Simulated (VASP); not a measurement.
# Ru (I4_1/amd) in VASP: a series of runs

Runs on Ru. Level: PBE. Tasks: single point, relaxation of cell and atoms.

Program: VASP 6.6.1. These are calculated values, not measurements. Logs are shortened: lines on timing, memory, paths and dates and some standing lists are left out, and cuts for length are marked.

**1. The cell of the first run**

The structure is tetragonal, space group I4_1/amd (No. 141). The conventional cell has a = 4.465 Å, b = 4.465 Å, c = 2.457 Å, α = 90.00°, β = 90.00°, γ = 90.00°. Ru (site symmetry -4m2) has 10 Ru at 2.32 to 2.89 Å within 3.1 Å.

**2. Single point, PBE**

Contents of INCAR:

```
ALGO = Normal
EDIFF = 1E-7
ENCUT = 520
GGA = PE
ISIF = 2
ISMEAR = -1
LASPH = T
LCHARG = T
LELF = T
LREAL = F
LVHAR = T
LWAVE = F
NBANDS = 21
NELM = 100
PREC = Accurate
SIGMA = 0.08
```

Contents of KPOINTS:

```
k-points
0
Gamma
  18 18 18
```

Contents of POSCAR:

```
Ru
1.0
   -2.2326340069      2.2326340069      1.2282534993
    2.2326340069     -2.2326340069      1.2282534993
    2.2326340069      2.2326340069     -1.2282534993
Ru
2
Direct
   -0.3750000000     -0.1250000000     -0.2500000000
    0.3750000000      0.1250000000      0.2500000000
```

Potentials or basis: VASP PAW PBE potentials, release 64 (Ru_pv).

Launch:

```sh
$ cat potpaw_PBE.64/Ru_pv/POTCAR > POTCAR
$ mpirun -np 1 vasp_std > vasp.out
```

OUTCAR:

```text
EDIFF = 1E-7
   ENCUT = 520
   GGA = PE
   ISIF = 2
   ISMEAR = -1
   LASPH = T
   LREAL = F
   NELM = 100
   PREC = Accurate

 ion  position               nearest neighbor table
   1  0.625  0.875  0.750-   2 2.32   2 2.32   2 2.32   2 2.32   2 2.89   2 2.89   2 2.89   2 2.89

   2  0.375  0.125  0.250-   1 2.32   1 2.32   1 2.32   1 2.32   1 2.89   1 2.89   1 2.89   1 2.89

  LATTYP: Found a body centered tetragonal cell.
 ALAT       =     4.4652680138
 C/A-ratio  =     0.5501365183

  Lattice vectors:

 A1 = (  -2.2326340069,   2.2326340069,   1.2282534993)
 A2 = (   2.2326340069,  -2.2326340069,   1.2282534993)
 A3 = (   2.2326340069,   2.2326340069,  -1.2282534993)

Analysis of symmetry for initial positions (statically):
=====================================================================
 Subroutine PRICEL returns:
 Original cell was already a primitive cell.

 Routine SETGRP: Setting up the symmetry group for a
 body centered tetragonal supercell.

 Subroutine GETGRP returns: Found 16 space group operations
 (whereof  4 operations were pure point group operations)
 out of a pool of 16 trial point group operations.

The static configuration has the point symmetry C_2h.
 The point group associated with its full space group is D_4h.

Analysis of symmetry for dynamics (positions and initial velocities):
=====================================================================
 Subroutine PRICEL returns:
 Original cell was already a primitive cell.

 Routine SETGRP: Setting up the symmetry group for a
 body centered tetragonal supercell.

 Subroutine GETGRP returns: Found 16 space group operations
 (whereof  4 operations were pure point group operations)
 out of a pool of 16 trial point group operations.

The dynamic configuration has the point symmetry C_2h.
 The point group associated with its full space group is D_4h.

 Subroutine INISYM returns: Found 16 space group operations
 (whereof  4 operations are pure point group operations),
 and found     1 'primitive' translations

----------------------------------------------------------------------------------------

                                     Primitive cell

  volume of cell :      24.4897

  direct lattice vectors                    reciprocal lattice vectors
    -2.232634007  2.232634007  1.228253499     0.000000000  0.223950723  0.407082089
     2.232634007 -2.232634007  1.228253499     0.223950723  0.000000000  0.407082089
     2.232634007  2.232634007 -1.228253499     0.223950723  0.223950723  0.000000000

  length of vectors
     3.387907300  3.387907300  3.387907300     0.464617857  0.464617857  0.316714150

  position of ions in fractional coordinates (direct lattice)
     0.625000000  0.875000000  0.750000000
     0.375000000  0.125000000  0.250000000

  ion indices of the primitive-cell ions
   primitive index   ion index
                 1           1
                 2           2

----------------------------------------------------------------------------------------

 KPOINTS: k-points

Automatic generation of k-mesh.
 Grid dimensions read from file:
 generate k-points for:   18   18   18

 Generating k-lattice:

  Cartesian coordinates                     Fractional coordinates (reciprocal lattice)
     0.000000000  0.012441707  0.022615672     0.055555556  0.000000000  0.000000000
     0.012441707  0.000000000  0.022615672     0.000000000  0.055555556  0.000000000
     0.012441707  0.012441707  0.000000000     0.000000000  0.000000000  0.055555556

  Length of vectors
     0.025812103  0.025812103  0.017595231

  Shift w.r.t. Gamma in fractional coordinates (k-lattice)
     0.000000000  0.000000000  0.000000000

 Subroutine IBZKPT returns following result:
 ===========================================

 Found    480 irreducible k-points:

 Following reciprocal coordinates:
            Coordinates               Weight
  0.000000  0.000000  0.000000      1.000000
  0.055556  0.000000 -0.000000      8.000000
  0.111111  0.000000 -0.000000      8.000000
  0.166667  0.000000  0.000000      8.000000
  0.222222  0.000000  0.000000      8.000000
  0.277778 -0.000000  0.000000      8.000000
[... 16 lines left out ...]
 -0.277778  0.055556  0.000000     16.000000
 -0.222222  0.055556  0.000000     16.000000
 [... further k-points ...]
   k-points           NKPTS =    480   k-points in BZ     NKDIM =    480   number of bands    NBANDS=     21
   number of dos      NEDOS =    301   number of ions     NIONS =      2
   total plane-waves  NPLWV =  21952
   dimension x,y,z NGX =    28 NGY =   28 NGZ =   28
   dimension x,y,z NGXF=    56 NGYF=   56 NGZF=   56
   ions per type =               2
   NGX,Y,Z   is equivalent  to a cutoff of  13.74, 13.74, 13.74 a.u.
   NGXF,Y,Z  is equivalent  to a cutoff of  27.48, 27.48, 27.48 a.u.
 SYSTEM =  unknown system
   PREC   = accura    normal or accurate (medium, high low for compatibility)
   ISTART =      0    job   : 0-new  1-cont  2-samecut
   ICHARG =      2    charge: 1-file 2-atom 10-const
   ISPIN  =      1    spin polarized calculation?
   LNONCOLLINEAR =      F non collinear calculations
   LSORBIT =      F    spin-orbit coupling
   LASPH  =      T    aspherical Exc in radial PAW
   ENCUT  =  520.0 eV  38.22 Ry    6.18 a.u.   6.30  6.30  6.30*2*pi/ulx,y,z
   NELM   =    100;   NELMIN=  2; NELMDL= -5     # of ELM steps
   EDIFF  = 0.1E-06   stopping-criterion for ELM
   LREAL  =      F    real-space projection
   EDIFFG = 0.1E-05   stopping-criterion for IOM
   NSW    =      0    number of steps for IOM
   IBRION =     -1    ionic relax: 0-MD 1-quasi-New 2-CG
   NFREE  =      0    steps in history (QN), initial steepest desc. (CG)
   ISIF   =      2    stress and relaxation
   ISYM   =      2    0-nonsym 1-usesym 2-fastsym
   POTIM  = 0.5000    time-step for ionic-motion
   TEBEG  =    0.0;   TEEND  =   0.0 temperature during run
   PSTRESS=    0.0 pullay stress
   NELECT =      28.0000    total number of electrons
   NUPDOWN=      -1.0000    fix difference up-down
   EMIN   =  10.00;   EMAX   =-10.00  energy-range for DOS
   EFERMI =   0.00;   METHOD = LEGACY
   ISMEAR =    -1;   SIGMA  =   0.08  broadening in eV -4-tet -1-fermi 0-gaus
   EFERMI_NEDOS =   21; number of points for ismear=-14 and -15
   IALGO  =     38    algorithm
   IMIX   =      4    mixing-type and parameters
     AMIX     =   0.40;   BMIX     =  1.00
     AMIX_MAG =   1.60;   BMIX_MAG =  1.00
  volume/ion in A,a.u.               =      12.24        82.63
  Fermi-wavevector in a.u.,A,eV,Ry     =   1.711853  3.234933 39.871069  2.930441
  Thomas-Fermi vector in A             =   2.789890
   LORBIT       =      0    0 simple, 1 ext, 2 COOP (PROOUT), +10 PAW based schemes
   GGA     = PE    functional components
[... 5 lines left out ...]
 non-spin polarized calculation
  energy-cutoff  :      520.00
  volume of cell :       24.49
 maximum number of plane-waves:       681
 NGX is ok and might be reduce to    28
   NGX = 13   NGY = 13   NGZ = 13

 number of electron      27.9999997 magnetization

 Free energy of the ion-electron system (eV)
  ---------------------------------------------------
  ext. energy  EPLUGINS =         0.00000000
  ---------------------------------------------------
  free energy    TOTEN  =       -15.14706947 eV

  energy without entropy =      -15.08170594  energy(sigma->0) =      -15.11438770

 E-fermi :  15.0022     XC(G=0): -14.6553

 val. band max:       15.0015709156   @ k =  -0.2222  -0.4444   0.2222
 cond. band min:      15.0031243838   @ k =  -0.1667   0.2778   0.1667
 fundamental gap:      0.0015534682
 Fermi energy:        15.0021989700

 k-point     1 :       0.0000    0.0000    0.0000
  band No.  band energies     occupation
      1     -29.1306      2.00000
      2     -29.1306      2.00000
      3     -27.5425      2.00000
      4     -27.5162      2.00000
      5     -27.3697      2.00000
      6     -27.3697      2.00000
[... 13 lines left out ...]
     20      25.6758      0.00000
     21      25.6767      0.00000

 k-point     2 :       0.0556    0.0000   -0.0000
  band No.  band energies     occupation
      1     -29.1272      2.00000
      2     -29.1116      2.00000
      3     -27.5885      2.00000
      4     -27.5597      2.00000
      5     -27.3765      2.00000
      6     -27.3668      2.00000
[... 13 lines left out ...]
     20      25.6758      0.00000
     21      25.6767      0.00000

 k-point     3 :       0.1111    0.0000   -0.0000
  band No.  band energies     occupation
      1     -29.1175      2.00000
      2     -29.0574      2.00000
      3     -27.7155      2.00000
      4     -27.6805      2.00000
      5     -27.4028      2.00000
      6     -27.3585      2.00000
[... 13 lines left out ...]
     20      25.6761      0.00000
     21      25.6767      0.00000

 k-point     4 :       0.1667    0.0000    0.0000
  band No.  band energies     occupation
      1     -29.1024      2.00000
      2     -28.9765      2.00000
      3     -27.9092      2.00000
      4     -27.8489      2.00000
      5     -27.4519      2.00000
      6     -27.3457      2.00000
[... 13 lines left out ...]
     20      25.6766      0.00000
     21      25.6785      0.00000

 k-point     5 :       0.2222    0.0000    0.0000
  band No.  band energies     occupation
      1     -29.0836      2.00000
      2     -28.8860      2.00000
      3     -28.1428      2.00000
      4     -28.0329      2.00000
      5     -27.5198      2.00000
      6     -27.3302      2.00000
[... 13 lines left out ...]
     20      25.8031      0.00000
     21      26.2186      0.00000
[... 382 lines left out ...]
     20      25.6772      0.00000
     21      26.4664      0.00000

 k-point    22 :      -0.3333    0.0556    0.0000
  band No.  band energies     occupation
      1     -29.0705      2.00000
      2     -28.7514      2.00000
      3     -28.4187      2.00000
      4     -28.1369      2.00000
      5     -27.6968      2.00000
      6     -27.3148      2.00000
[... 13 lines left out ...]
     20      25.6774      0.00000
     21      26.7700      0.00000

 k-point    23 :      -0.2778    0.0556    0.0000
  band No.  band energies     occupation
      1     -29.0890      2.00000
      2     -28.8021      2.00000
      3     -28.1886      2.00000
      4     -28.0091      2.00000
      5     -27.6005      2.00000
      6     -27.3308      2.00000
[... 13 lines left out ...]
     20      25.6765      0.00000
     21      26.5713      0.00000

 k-point    24 :      -0.2222    0.0556    0.0000
  band No.  band energies     occupation
      1     -29.1053      2.00000
      2     -28.8997      2.00000
      3     -27.9568      2.00000
      4     -27.8378      2.00000
      5     -27.5137      2.00000
      6     -27.3463      2.00000
[... 13 lines left out ...]
     20      25.6766      0.00000
     21      25.8076      0.00000

 [... further k-points ...]

------------------------ aborting loop because EDIFF is reached ----------------------------------------

  FORCE on cell =-STRESS in cart. coord.  units (eV):
  Direction    XX          YY          ZZ          XY          YZ          ZX
  --------------------------------------------------------------------------------------
  -------------------------------------------------------------------------------------
  Total       14.4014714     14.4014714     14.2858751      0.0000000      0.0000000      0.0000000
  in kB      942.1810716    942.1810716    934.6184715      0.0000000      0.0000000      0.0000000
  external PRESSURE =     939.6602049 kB  Pullay stress =       0.0000000 kB

 VOLUME and BASIS-vectors are now :
 -----------------------------------------------------------------------------
  energy-cutoff  :      520.00
  volume of cell :       24.49
      direct lattice vectors                 reciprocal lattice vectors
    -2.232634007  2.232634007  1.228253499     0.000000000  0.223950723  0.407082089
     2.232634007 -2.232634007  1.228253499     0.223950723  0.000000000  0.407082089
     2.232634007  2.232634007 -1.228253499     0.223950723  0.223950723  0.000000000

 POSITION                                       TOTAL-FORCE (eV/Angst)
 -----------------------------------------------------------------------------------
      2.23263      1.11632      0.92119         0.000000      0.000000      0.000000
     -0.00000      1.11632      0.30706        -0.000000     -0.000000     -0.000000
 -----------------------------------------------------------------------------------
    total drift:                                0.000000      0.000000     -0.000000

  FREE ENERGIE OF THE ION-ELECTRON SYSTEM (eV)
  ---------------------------------------------------
  free  energy   TOTEN  =       -15.1470694671 eV

  energy  without entropy=      -15.0817059408  energy(sigma->0) =      -15.11438770
```

It took 5 min on 1 thread of Intel Xeon 8259CL, shared host; peak memory 0.32 GiB.

Results:

- Free energy: -15.1471 eV
- Pressure: 94.0 GPa
- Band gap on the k mesh: zero (bands 14 and 15 overlap by 2.13 eV)

Caveat: the cell stands under pressure.

**3. Single point, PBE**

Contents of INCAR:

```
  PREC = Accurate
  ENCUT = 520
  EDIFF = 1E-7
  ISMEAR = -1
  SIGMA = 0.08
  LREAL = False
  LASPH = True
  NELM = 60
  ALGO = Normal
  ISIF = 2
  LWAVE = False
  LCHARG = False
  GGA = PE
  NBANDS = 21
```

Contents of KPOINTS:

```
regular mesh
0
Gamma
  18 18 18
```

Contents of POSCAR:

```
Ru
1.0
   -2.2326404622      2.2326404622      1.2280263677
    2.2326404622     -2.2326404622      1.2280263677
    2.2326404622      2.2326404622     -1.2280263677
Ru
2
Direct
   -0.3750000000     -0.1250000000     -0.2500000000
    0.3750000000      0.1250000000      0.2500000000
```

Potentials or basis: VASP PAW PBE potentials, release 64 (Ru_pv).

Launch:

```sh
$ cat potpaw_PBE.64/Ru_pv/POTCAR > POTCAR
$ mpirun -np 1 vasp_std > vasp.out
```

Wall time 4.9 min (1 thread of Intel Xeon 8259CL, shared host); peak memory 0.32 GiB.

Results (log left out):

```
Free energy            : -15.1445 eV
Pressure               : 94.1 GPa
Band gap on the k mesh : zero (bands 14 and 15 overlap by 2.13 eV)
```

Stress tensor (GPa, compression positive):
```
94.31  0.00  0.00
 0.00 94.31  0.00
 0.00  0.00 93.60
```

Levels at points of the mesh, in eV from the Fermi level:
| k point | band 10 | band 11 | band 12 | band 13 | band 14 | band 15 | band 16 | band 17 | band 18 | band 19 |
| --- | --- | --- | --- | --- | --- | --- | --- | --- | --- | --- |
| (0.00, 0.00, 0.00) | -5.42 | -4.81 | -0.48 | -0.48 | -0.41 | -0.41 | 2.64 | 4.32 | 7.81 | 7.81 |
| (0.50, 0.00, 0.00) | -4.61 | -2.77 | -2.04 | -0.32 | -0.10 | 1.72 | 1.73 | 4.94 | 9.25 | 10.38 |
| (0.50, 0.50, 0.00) | -4.79 | -3.41 | -3.41 | -0.59 | -0.59 | 0.97 | 0.97 | 1.56 | 1.56 | 10.67 |
| (0.50, 0.50, 0.50) | -4.67 | -1.15 | -1.15 | -0.41 | -0.41 | 0.15 | 0.15 | 0.47 | 0.47 | 10.53 |

Caveat: the cell stands under pressure.

**4. Relaxation of cell and atoms, PBE, target pressure 93 GPa, at which the enthalpy is minimised**

This run uses another cell than the first one, of 11.84 Å³/atom.

Contents of INCAR:

```
PREC = Accurate
ENCUT = 600
EDIFF = 1E-7
ISMEAR = -1
SIGMA = 0.08
LREAL = F
LASPH = T
NELM = 100
ALGO = Normal
ISIF = 3
LWAVE = F
LCHARG = F
GGA = PE
IBRION = 2
NSW = 60
EDIFFG = -0.005
PSTRESS = 930.0
```

KPOINTS is that of step 3.

Contents of POSCAR:

```
Ru
1.0
   -2.2080540062      2.2080540062      1.2144297034
    2.2080540062     -2.2080540062      1.2144297034
    2.2080540062      2.2080540062     -1.2144297034
Ru
2
Direct
   -0.3750000000     -0.1250000000     -0.2500000000
    0.3750000000      0.1250000000      0.2500000000
```

Potentials or basis: VASP PAW PBE potentials, release 64 (Ru_pv).

Launch:

```sh
$ cat potpaw_PBE.64/Ru_pv/POTCAR > POTCAR
$ mpirun -np 1 vasp_std > vasp.out
```

OUTCAR:

```text
PREC = Accurate
   ENCUT = 600
   EDIFF = 1E-7
   ISMEAR = -1
   LREAL = F
   LASPH = T
   NELM = 100
   ISIF = 3
   GGA = PE
   IBRION = 2
   NSW = 60
   EDIFFG = -0.005
   PSTRESS = 930.0

 ion  position               nearest neighbor table
   1  0.625  0.875  0.750-   2 2.29   2 2.29   2 2.29   2 2.29   2 2.86   2 2.86   2 2.86   2 2.86

   2  0.375  0.125  0.250-   1 2.29   1 2.29   1 2.29   1 2.29   1 2.86   1 2.86   1 2.86   1 2.86

  LATTYP: Found a body centered tetragonal cell.
 ALAT       =     4.4161080124
 C/A-ratio  =     0.5500000000

  Lattice vectors:

 A1 = (  -2.2080540062,   2.2080540062,   1.2144297034)
 A2 = (   2.2080540062,  -2.2080540062,   1.2144297034)
 A3 = (   2.2080540062,   2.2080540062,  -1.2144297034)

Analysis of symmetry for initial positions (statically):
=====================================================================
[... 372 lines left out ...]
  free energy    TOTEN  =       -15.16530933 eV

  energy without entropy =      -15.10005235  energy(sigma->0) =      -15.13268084

 E-fermi :  14.9785     XC(G=0): -14.6469

 val. band max:       14.9780780904   @ k =  -0.4444  -0.4444   0.1667
 cond. band min:      14.9806877663   @ k =  -0.2778   0.3333   0.1667
 fundamental gap:      0.0026096759
 Fermi energy:        14.9785438059

 k-point     1 :       0.0000    0.0000    0.0000
  band No.  band energies     occupation
      1     -29.1479      2.00000
      2     -29.1479      2.00000
      3     -27.5651      2.00000
      4     -27.5394      2.00000
      5     -27.4000      2.00000
      6     -27.4000      2.00000
[... 481 lines left out ...]
      5     -27.5429      2.00000
      6     -27.3765      2.00000
[... 10 lines left out ...]
     17      18.2794      0.00000
     18      24.0732      0.00000

 [... further k-points ...]

------------------------ aborting loop because EDIFF is reached ----------------------------------------

  FORCE on cell =-STRESS in cart. coord.  units (eV):
  Direction    XX          YY          ZZ          XY          YZ          ZX
  --------------------------------------------------------------------------------------
  -------------------------------------------------------------------------------------
  Total       14.2289820     14.2289820     14.2430113      0.0000000      0.0000000      0.0000000
  in kB      929.6560331    929.6560331    930.5726426      0.0000000      0.0000000      0.0000000
  external PRESSURE =      -0.0384304 kB  Pullay stress =     930.0000000 kB
[... 21 lines left out ...]
  energy  without entropy=      -15.1000523547  energy(sigma->0) =      -15.13268084

  enthalpy is  TOTEN    =        -0.9310627393 eV   P V=       14.2342465932

 reached required accuracy - stopping structural energy minimisation
```

CONTCAR:

```text
Ru
   1.00000000000000
    -2.2352894096222595    2.2352894096222595    1.2269718719107052
     2.2352894096222595   -2.2352894096222595    1.2269718719107052
     2.2352894096222595    2.2352894096222595   -1.2269718719107052
  Ru
     2
Direct
     0.6250000000000000    0.8750000000000000    0.7500000000000000
     0.3750000000000000    0.1250000000000000    0.2500000000000000

  0.00000000E+00  0.00000000E+00  0.00000000E+00
  0.00000000E+00  0.00000000E+00  0.00000000E+00
```

It took 11 min on 1 thread of AMD EPYC 9R45 (Zen 5), shared host; peak memory 0.32 GiB.

Results:

| Property | Result |
| --- | --- |
| Free energy | -15.1653 eV |
| Relaxed volume | 12.26 Å³/atom |
| Relaxed cell | a = 3.391 Å, b = 3.391 Å, c = 3.391 Å, α = 97.52°, β = 97.52°, γ = 137.57° |
| Space group after relaxing (to 0.1 Å) | I4_1/amd (No. 141) |
| Energy change on relaxing (the run minimises the enthalpy) | -273.1 meV/atom |
| Ionic steps | 10 |
| Pressure after relaxing | 93.0 GPa |
| Band gap on the k mesh | zero (bands 14 and 15 overlap by 2.12 eV) |

Stress tensor (GPa, compression positive):
```
92.97  0.00  0.00
 0.00 92.97  0.00
 0.00  0.00 93.06
```

Step by step:
| step | energy change (eV) | largest force (eV/Å) | pressure (GPa) | volume (Å³) |
| --- | --- | --- | --- | --- |
| 1 | 0.0000 | 0.0000 | 116.27 | 23.68 |
| 2 | -1.9921 | 0.0000 | 5.67 | 30.08 |
| 3 | -0.6019 | 0.0000 | 90.56 | 24.62 |
| 4 | -0.5486 | 0.0000 | 92.91 | 24.53 |
| 5 | -0.5387 | 0.0000 | 93.35 | 24.51 |
| 6 | -0.5391 | 0.0000 | 93.32 | 24.51 |
| 7 | -0.5394 | 0.0000 | 93.29 | 24.51 |
| 8 | -0.5409 | 0.0000 | 93.23 | 24.51 |
| 9 | -0.5453 | 0.0000 | 93.03 | 24.52 |
| 10 | -0.5462 | 0.0000 | 93.00 | 24.52 |

Final structure:
```cif
data_structure
_symmetry_space_group_name_H-M 'P 1'
_symmetry_Int_Tables_number 1
_cell_length_a 3.3909
_cell_length_b 3.3909
_cell_length_c 3.3909
_cell_angle_alpha 97.523
_cell_angle_beta 97.523
_cell_angle_gamma 137.574
_cell_volume 24.52
loop_
_atom_site_label
_atom_site_type_symbol
_atom_site_fract_x
_atom_site_fract_y
_atom_site_fract_z
_atom_site_occupancy
Ru1 Ru 0.62500 0.87500 0.75000 1
Ru2 Ru 0.37500 0.12500 0.25000 1
```

Caveat: the cell is relaxed towards a set pressure, so the run minimises the enthalpy, not the energy.
